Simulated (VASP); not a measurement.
# PbS (P-6m2) in VASP: further runs

PbS is run at these levels: LDA; tasks: single point.

Everything below comes from runs of VASP 6.6.1. Logs are shortened: lines on timing, memory, paths and dates and some standing lists are left out, and cuts for length are marked.

## (1) The cell of the first run

The structure is hexagonal, space group P-6m2 (No. 187). The conventional cell has a = 4.006 Å, b = 4.006 Å, c = 3.711 Å, α = 90.00°, β = 90.00°, γ = 120.00°. Within 4.1 Å of Pb (site symmetry -6m2) lie 6 S at 2.97 Å and 8 Pb at 3.71 to 4.01 Å. S (site symmetry -6m2) has 6 Pb at 2.97 Å and 8 S at 3.71 to 4.01 Å within 4.1 Å.

## (2) Single point, LDA

Input file INCAR:

```
PREC = Accurate
ENCUT = 500
EDIFF = 1E-6
ISMEAR = -1
SIGMA = 0.1
LREAL = F
LASPH = T
NELM = 120
ALGO = Normal
ISIF = 2
LWAVE = F
LCHARG = T
GGA = CA
LELF = T
LVHAR = T
NBANDS = 17
GGA_COMPAT = F
```

Input file KPOINTS:

```
regular mesh
0
Gamma
  6 6 6
```

Input file POSCAR:

```
PbS
1.0
    4.0062133088      0.0000000000      0.0000000000
   -2.0031066544      3.4694784881      0.0000000000
    0.0000000000      0.0000000000      3.7108387095
Pb S
1 1
Direct
    0.0000000000      0.0000000000      0.0000000000
    0.6666666667      0.3333333333      0.5000000000
```

Potentials or basis: VASP PAW LDA potentials, release 64 (Pb_d, S).

Run with:

```
$ cat potpaw_LDA.64/Pb_d/POTCAR potpaw_LDA.64/S/POTCAR > POTCAR
$ mpirun -np 1 vasp_std > vasp.out
```

OUTCAR:

```text
PREC = Accurate
   ENCUT = 500
   EDIFF = 1E-6
   ISMEAR = -1
   LREAL = F
   LASPH = T
   NELM = 120
   ISIF = 2
   GGA = CA

 ion  position               nearest neighbor table
   1  0.000  0.000  0.000-   2 2.97   2 2.97   2 2.97   2 2.97   2 2.97   2 2.97
   2  0.667  0.333  0.500-   1 2.97   1 2.97   1 2.97   1 2.97   1 2.97   1 2.97

  LATTYP: Found a hexagonal cell.
 ALAT       =     4.0062133088
 C/A-ratio  =     0.9262708756

  Lattice vectors:

 A1 = (   4.0062133088,   0.0000000000,   0.0000000000)
 A2 = (  -2.0031066544,   3.4694784881,   0.0000000000)
 A3 = (   0.0000000000,   0.0000000000,   3.7108387095)

Analysis of symmetry for initial positions (statically):
=====================================================================
 Subroutine PRICEL returns:
 Original cell was already a primitive cell.

 Routine SETGRP: Setting up the symmetry group for a
 hexagonal supercell.

 Subroutine GETGRP returns: Found 12 space group operations
 (whereof 12 operations were pure point group operations)
 out of a pool of 24 trial point group operations.

The static configuration has the point symmetry D_3h.

Analysis of symmetry for dynamics (positions and initial velocities):
=====================================================================
 Subroutine PRICEL returns:
 Original cell was already a primitive cell.

 Routine SETGRP: Setting up the symmetry group for a
 hexagonal supercell.

 Subroutine GETGRP returns: Found 12 space group operations
 (whereof 12 operations were pure point group operations)
 out of a pool of 24 trial point group operations.

The dynamic configuration has the point symmetry D_3h.

 Subroutine INISYM returns: Found 12 space group operations
 (whereof 12 operations are pure point group operations),
 and found     1 'primitive' translations

----------------------------------------------------------------------------------------

                                     Primitive cell

  volume of cell :      51.5787

  direct lattice vectors                    reciprocal lattice vectors
     4.006213309  0.000000000  0.000000000     0.249612270  0.144113878  0.000000000
    -2.003106654  3.469478488  0.000000000     0.000000000  0.288227756  0.000000000
     0.000000000  0.000000000  3.710838709     0.000000000  0.000000000  0.269480858

  length of vectors
[... 80 lines left out ...]
   ENCUT  =  500.0 eV  36.75 Ry    6.06 a.u.   7.30  7.30  6.77*2*pi/ulx,y,z
   NELM   =    120;   NELMIN=  2; NELMDL= -5     # of ELM steps
   EDIFF  = 0.1E-05   stopping-criterion for ELM
   LREAL  =      F    real-space projection
   EDIFFG = 0.1E-04   stopping-criterion for IOM
   NSW    =      0    number of steps for IOM
   IBRION =     -1    ionic relax: 0-MD 1-quasi-New 2-CG
   NFREE  =      0    steps in history (QN), initial steepest desc. (CG)
   ISIF   =      2    stress and relaxation
   ISYM   =      2    0-nonsym 1-usesym 2-fastsym
   POTIM  = 0.5000    time-step for ionic-motion
   TEBEG  =    0.0;   TEEND  =   0.0 temperature during run
   PSTRESS=    0.0 pullay stress
   NELECT =      20.0000    total number of electrons
   NUPDOWN=      -1.0000    fix difference up-down
   EMIN   =  10.00;   EMAX   =-10.00  energy-range for DOS
   EFERMI =   0.00;   METHOD = LEGACY
   ISMEAR =    -1;   SIGMA  =   0.10  broadening in eV -4-tet -1-fermi 0-gaus
   EFERMI_NEDOS =   21; number of points for ismear=-14 and -15
   IALGO  =     38    algorithm
   IMIX   =      4    mixing-type and parameters
     AMIX     =   0.40;   BMIX     =  1.00
     AMIX_MAG =   1.60;   BMIX_MAG =  1.00
  volume/ion in A,a.u.               =      25.79       174.04
  Fermi-wavevector in a.u.,A,eV,Ry     =   1.193790  2.255937 19.390143  1.425135
  Thomas-Fermi vector in A             =   2.329796
   LORBIT       =      0    0 simple, 1 ext, 2 COOP (PROOUT), +10 PAW based schemes
   GGA     = CA    functional components
   LHFCALC =     F    Hartree Fock is set to
   AEXX    =    0.0000 exact exchange contribution
   IVDW    =     0    specifies the selected vdW correction
   LEPSILON=     F    determine dielectric tensor
   LRPA    =     F    only Hartree local field effects (RPA)
 non-spin polarized calculation
  energy-cutoff  :      500.00
  volume of cell :       51.58
 maximum number of plane-waves:      1346
 NGX is ok and might be reduce to    30
   NGX = 15   NGY = 15   NGZ = 13

 number of electron      20.0000002 magnetization

 Free energy of the ion-electron system (eV)
  ---------------------------------------------------
  ext. energy  EPLUGINS =         0.00000000
  ---------------------------------------------------
  free energy    TOTEN  =        -9.75002832 eV

  energy without entropy =       -9.74552751  energy(sigma->0) =       -9.74777792

 E-fermi :   5.6966     XC(G=0): -10.0726

 val. band max:        5.2019328520   @ k =   0.1667   0.1667   0.1667
 cond. band min:       5.8224714808   @ k =   0.0000   0.0000   0.5000
 fundamental gap:      0.6205386288
 Fermi energy:         5.6965704850

 k-point     1 :       0.0000    0.0000    0.0000
  band No.  band energies     occupation
      1     -11.2180      2.00000
      2     -11.1740      2.00000
      3     -11.1740      2.00000
      4     -11.0667      2.00000
      5     -11.0667      2.00000
      6      -7.9246      2.00000
[... 457 lines left out ...]
      4     -11.1050      2.00000
      5     -11.0250      2.00000
      6      -6.0758      2.00000
[... 9 lines left out ...]
     16      16.2365      0.00000
     17      18.1513      0.00000

 [... further k-points ...]

------------------------ aborting loop because EDIFF is reached ----------------------------------------

  FORCE on cell =-STRESS in cart. coord.  units (eV):
  Direction    XX          YY          ZZ          XY          YZ          ZX
  --------------------------------------------------------------------------------------
  -------------------------------------------------------------------------------------
  Total       -0.5575951     -0.5575938     -0.2731573      0.0000000      0.0000000      0.0000000
  in kB      -17.3204505    -17.3204105     -8.4850229      0.0000000      0.0000000      0.0000000
  external PRESSURE =     -14.3752946 kB  Pullay stress =       0.0000000 kB

 VOLUME and BASIS-vectors are now :
 -----------------------------------------------------------------------------
  energy-cutoff  :      500.00
  volume of cell :       51.58
      direct lattice vectors                 reciprocal lattice vectors
     4.006213309  0.000000000  0.000000000     0.249612270  0.144113878  0.000000000
    -2.003106654  3.469478488  0.000000000     0.000000000  0.288227756  0.000000000
     0.000000000  0.000000000  3.710838709     0.000000000  0.000000000  0.269480858

 POSITION                                       TOTAL-FORCE (eV/Angst)
 -----------------------------------------------------------------------------------
      0.00000      0.00000      0.00000         0.000000      0.000000      0.000000
      2.00311      1.15649      1.85542        -0.000000     -0.000000      0.000000
 -----------------------------------------------------------------------------------
    total drift:                               -0.000000      0.000001      0.000000

  FREE ENERGIE OF THE ION-ELECTRON SYSTEM (eV)
  ---------------------------------------------------
  free  energy   TOTEN  =        -9.7500283235 eV

  energy  without entropy=       -9.7455275134  energy(sigma->0) =       -9.74777792
```

stdout:

```text
POSCAR found type information on POSCAR PbS
 POSCAR found :  2 types and       2 ions
 scaLAPACK will be used
 LDA part: xc-table for (Slater(with rela. corr.)+CA(PZ))
 , standard interpolation
 POSCAR, INCAR and KPOINTS ok, starting setup
 FFT: planning ... GRIDC
 FFT: planning ... GRID_SOFT
 FFT: planning ... GRID
 WAVECAR not read
 entering main loop
```

It took 33 s on 1 thread of Intel Xeon 8259CL, shared host; peak memory 0.16 GiB.

What came out:

| Quantity | Value |
| --- | --- |
| Free energy | -9.7500 eV |
| Pressure | -1.4 GPa |
| Band gap on the k mesh | zero (bands 10 and 11 overlap by 0.93 eV) |

Caveat: spin-orbit coupling is left out, which moves the levels of the heavy elements.

## (3) Single point, LDA

This run uses another cell than the first one, of 26.34 Å³/atom.

Edit INCAR of step 2 so:

```diff
@@ -12,3 +12,2 @@
 LCHARG = T
-GGA = CA
 LELF = T
```

KPOINTS is that of step 2.

Input file POSCAR:

```
PbS
1.0
    4.0344270082      0.0000000000      0.0000000000
   -2.0172135041      3.4939122402      0.0000000000
    0.0000000000      0.0000000000      3.7369722374
Pb S
1 1
Direct
    0.0000000000      0.0000000000      0.0000000000
    0.6666666667      0.3333333333      0.5000000000
```

Potentials or basis: VASP PAW LDA potentials, release 64 (Pb_d, S).

Run with:

```
$ cat potpaw_LDA.64/Pb_d/POTCAR potpaw_LDA.64/S/POTCAR > POTCAR
$ mpirun -np 1 vasp_std > vasp.out
```

It took 37 s on 1 thread of Intel Xeon 8259CL, shared host; peak memory 0.16 GiB.

The run converged. Its results:

```yaml
Free_energy: -9.7368 eV
Pressure: -2.6 GPa
Band_gap_on_the_k_mesh: zero (bands 10 and 11 overlap by 0.81 eV)
```

Stress tensor (GPa, compression positive):
```
-2.71  0.00  0.00
 0.00 -2.71  0.00
 0.00  0.00 -2.30
```

Levels at points of the mesh, in eV from the Fermi level:
| k point | band 6 | band 7 | band 8 | band 9 | band 10 | band 11 | band 12 | band 13 | band 14 | band 15 |
| --- | --- | --- | --- | --- | --- | --- | --- | --- | --- | --- |
| (0.00, 0.00, 0.00) | -13.47 | -6.43 | -2.35 | -1.83 | -1.83 | 3.35 | 3.35 | 5.05 | 6.60 | 6.91 |
| (0.50, 0.00, 0.00) | -12.24 | -8.72 | -2.92 | -1.94 | -1.29 | 1.88 | 3.85 | 5.21 | 5.33 | 11.02 |
| (0.00, 0.00, 0.50) | -12.23 | -9.27 | -1.21 | -1.21 | 0.07 | 0.74 | 3.82 | 3.82 | 8.10 | 8.10 |
| (0.50, 0.00, 0.50) | -11.50 | -7.54 | -4.39 | -4.33 | -1.55 | 1.97 | 2.63 | 2.68 | 8.20 | 10.76 |

Caveat: spin-orbit coupling is left out, which moves the levels of the heavy elements.

## (4) Single point, LDA

This run uses another cell than the first one, of 26.89 Å³/atom.

Input file INCAR:

```
SYSTEM = PbS
  PREC = Accurate
  ENCUT = 500
  EDIFF = 1E-6
  ISMEAR = -1
  SIGMA = 0.1
  LREAL = .FALSE.
  LASPH = .TRUE.
  NELM = 120
  ALGO = Normal
  ISIF = 2
  LWAVE = .FALSE.
  LCHARG = .TRUE.
  GGA = CA
  LELF = .TRUE.
  LVHAR = .TRUE.
  NBANDS = 17
  GGA_COMPAT = .FALSE.
```

Input file KPOINTS:

```
Automatic mesh
0
G
  6 6 6
  0 0 0
```

Input file POSCAR:

```
PbS
1.0
    4.0622515220      0.0000000000      0.0000000000
   -2.0311257610      3.5180089482      0.0000000000
    0.0000000000      0.0000000000      3.7627452742
Pb S
1 1
Direct
    0.0000000000      0.0000000000      0.0000000000
    0.6666666667      0.3333333333      0.5000000000
```

Run with:

```
$ cat potpaw_LDA.64/Pb_d/POTCAR potpaw_LDA.64/S/POTCAR > POTCAR
$ mpirun -np 1 vasp_std > vasp.out
```

Wall time 38 s (1 thread of Intel Xeon 8259CL, shared host); peak memory 0.16 GiB.

Results (log left out):

```
Free energy            : -9.7162 eV
Pressure               : -3.6 GPa
Band gap on the k mesh : zero (bands 10 and 11 overlap by 0.70 eV)
```

Levels at points of the mesh, in eV from the Fermi level:
| k point | band 8 | band 9 | band 10 | band 11 | band 12 | band 13 |
| --- | --- | --- | --- | --- | --- | --- |
| (0.00, 0.00, 0.00) | -2.27 | -1.76 | -1.76 | 3.34 | 3.34 | 5.10 |
| (0.50, 0.00, 0.00) | -2.83 | -1.92 | -1.24 | 1.85 | 3.82 | 5.23 |
| (0.00, 0.00, 0.50) | -1.15 | -1.15 | 0.03 | 0.72 | 3.78 | 3.78 |
| (0.50, 0.00, 0.50) | -4.26 | -4.22 | -1.49 | 1.98 | 2.65 | 2.66 |

Caveat: the cell stands under tension; semilocal functionals underestimate gaps, and a narrow one can read as zero; spin-orbit coupling is left out, which moves the levels of the heavy elements.

## (5) Single point, LDA

This run uses another cell than the first one, of 27.44 Å³/atom.

Input file INCAR:

```
  PREC = Accurate
  ENCUT = 500
  EDIFF = 1E-6
  ISMEAR = -1
  SIGMA = 0.1
  LREAL = F
  LASPH = T
  NELM = 120
  ALGO = Normal
  ISIF = 2
  LWAVE = F
  LCHARG = T
  GGA = CA
  LELF = T
  LVHAR = T
  NBANDS = 17
  GGA_COMPAT = F
```

Input file KPOINTS:

```
regular mesh
0
Gamma
  6 6 6
```

Input file POSCAR:

```
PbS
1.0
    4.0897000000      0.0000000000      0.0000000000
   -2.0448500000      3.5417800000      0.0000000000
    0.0000000000      0.0000000000      3.7881700000
Pb S
1 1
Direct
    0.0000000000      0.0000000000      0.0000000000
    0.6666666667      0.3333333333      0.5000000000
```

Run with:

```
$ cat potpaw_LDA.64/Pb_d/POTCAR potpaw_LDA.64/S/POTCAR > POTCAR
$ mpirun -np 1 vasp_std > vasp.out
```

Run time: 38 s. Hardware: 1 thread of Intel Xeon 8259CL, shared host; peak memory 0.16 GiB.

It converged, with:

| Item | Value |
| --- | --- |
| Free energy | -9.6889 eV |
| Pressure | -4.5 GPa |
| Band gap on the k mesh | zero (bands 10 and 11 overlap by 0.60 eV) |

Stress tensor (GPa, compression positive):
```
-4.37  0.00  0.00
 0.00 -4.37  0.00
 0.00  0.00 -4.74
```

Levels at points of the mesh, in eV from the Fermi level:
| k point | band 7 | band 8 | band 9 | band 10 | band 11 | band 12 | band 13 | band 14 |
| --- | --- | --- | --- | --- | --- | --- | --- | --- |
| (0.00, 0.00, 0.00) | -6.51 | -2.19 | -1.69 | -1.69 | 3.33 | 3.33 | 5.16 | 6.35 |
| (0.50, 0.00, 0.00) | -8.54 | -2.72 | -1.88 | -1.18 | 1.82 | 3.80 | 5.14 | 5.28 |
| (0.00, 0.00, 0.50) | -9.06 | -1.09 | -1.09 | 0.00 | 0.72 | 3.74 | 3.74 | 8.13 |
| (0.50, 0.00, 0.50) | -7.47 | -4.13 | -4.09 | -1.42 | 2.00 | 2.65 | 2.67 | 8.07 |

Caveat: the cell stands under tension; semilocal functionals underestimate gaps, and a narrow one can read as zero; spin-orbit coupling is left out, which moves the levels of the heavy elements.

## (6) Single point, LDA

This run uses another cell than the first one, of 27.98 Å³/atom.

Input file INCAR:

```
SYSTEM = PbS
ALGO = Normal
EDIFF = 1E-6
ENCUT = 500
GGA = CA
GGA_COMPAT = .FALSE.
ISIF = 2
ISMEAR = -1
LASPH = .TRUE.
LCHARG = .FALSE.
LREAL = .FALSE.
LWAVE = .FALSE.
NBANDS = 17
NELM = 120
PREC = Accurate
SIGMA = 0.1
```

Input file KPOINTS:

```
k-points
0
G
  6 6 6
  0 0 0
```

Input file POSCAR:

```
PbS
1.0
    4.1167848953      0.0000000000      0.0000000000
   -2.0583924476      3.5652361803      0.0000000000
    0.0000000000      0.0000000000      3.8132579497
Pb S
1 1
Direct
    0.0000000000      0.0000000000      0.0000000000
    0.6666666667      0.3333333333      0.5000000000
```

Potentials or basis: VASP PAW LDA potentials, release 64 (Pb_d, S).

Run with:

```
$ cat potpaw_LDA.64/Pb_d/POTCAR potpaw_LDA.64/S/POTCAR > POTCAR
$ mpirun -np 1 vasp_std > vasp.out
```

Wall time 38 s (1 thread of Intel Xeon 8259CL, shared host); peak memory 0.16 GiB.

The run converged. Its results:

* Free energy: -9.6558 eV
* Pressure: -5.3 GPa
* Band gap on the k mesh: zero (bands 10 and 11 overlap by 0.50 eV)

Stress tensor (GPa, compression positive):
```
-5.06  0.00  0.00
 0.00 -5.06  0.00
 0.00  0.00 -5.77
```

Levels at points of the mesh, in eV from the Fermi level:
| k point | band 8 | band 9 | band 10 | band 11 | band 12 | band 13 |
| --- | --- | --- | --- | --- | --- | --- |
| (0.00, 0.00, 0.00) | -2.10 | -1.62 | -1.62 | 3.33 | 3.33 | 5.22 |
| (0.50, 0.00, 0.00) | -2.62 | -1.84 | -1.12 | 1.81 | 3.78 | 5.06 |
| (0.00, 0.00, 0.50) | -1.03 | -1.03 | -0.02 | 0.72 | 3.70 | 3.70 |
| (0.50, 0.00, 0.50) | -4.00 | -3.97 | -1.36 | 2.02 | 2.65 | 2.70 |

Caveat: the cell stands under tension; semilocal functionals underestimate gaps, and a narrow one can read as zero; spin-orbit coupling is left out, which moves the levels of the heavy elements.

## (7) Summary

```csv
cell,gap on the mesh (eV),pressure (GPa)
"a = 4.006, b = 4.006, c = 3.711 Å, angles 90.0, 90.0, 120.0°, 2 atoms",none,-1.4
"a = 4.034, b = 4.034, c = 3.737 Å, angles 90.0, 90.0, 120.0°, 2 atoms",none,-2.6
"a = 4.062, b = 4.062, c = 3.763 Å, angles 90.0, 90.0, 120.0°, 2 atoms",none,-3.6
"a = 4.090, b = 4.090, c = 3.788 Å, angles 90.0, 90.0, 120.0°, 2 atoms",none,-4.5
"a = 4.117, b = 4.117, c = 3.813 Å, angles 90.0, 90.0, 120.0°, 2 atoms",none,-5.3
```

Alike in all rows: task single point; level LDA; potentials or basis VASP PAW LDA potentials, release 64 (Pb_d, S); no spin polarisation; k mesh 6 × 6 × 6; cutoff (eV) 500; smearing fermi-dirac 0.1 eV.

Caveats: spin-orbit coupling is left out, which moves the levels of the heavy elements; the cell stands under tension (at least some runs); semilocal functionals underestimate gaps, and a narrow one can read as zero (at least some runs).

Total energies depend on the potentials used, so only differences within one code and one set of settings carry meaning.

The gap in the log of VASP goes by the Fermi energy; the results here count the filled bands.